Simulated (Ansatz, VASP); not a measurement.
# Two plane-wave programs on Pt

```
Pt
1.0
     0.00000    1.96994    1.96994
     1.96994    0.00000    1.96994
     1.96994    1.96994    0.00000
Pt
1
Direct
  0.00000 0.00000 0.00000
```

Alike in both runs: task relaxation of cell and atoms; functional r2SCAN; k mesh 24 × 24 × 24; occupations fermi-dirac, width 0.15 eV; no spin polarisation.

|  | VASP | Ansatz |
| --- | --- | --- |
| version | VASP 6.6.1 | Ansatz 0.2.0 |
| potentials or method | VASP PAW PBE potentials, release 64 (Pt), cutoff 600 eV | scalar-relativistic, plane waves, PAW |
| valence electrons in the cell | 10 | 18 |

Ansatz gave:

```
gap on the k mesh at the Fermi level, each at its own relaxed structure (eV) : none
relaxed volume (Å³/atom)                                                     : 15.33
relaxed cell length with the largest relative difference (Å)                 : 2.788
```

Which values does VASP return?

gap on the k mesh at the Fermi level, each at its own relaxed structure (eV): none; relaxed volume (Å³/atom): 15.37; relaxed cell length with the largest relative difference (Å): 2.791.

VASP's potentials were made for PBE, not for r2SCAN. A gap of «none» marks a metal or a gap that the smearing closes. VASP's potentials hold 10 valence electrons a cell and Ansatz's 18, so a difference there can come from the potentials and not from the codes.

Spin-orbit coupling is off throughout.
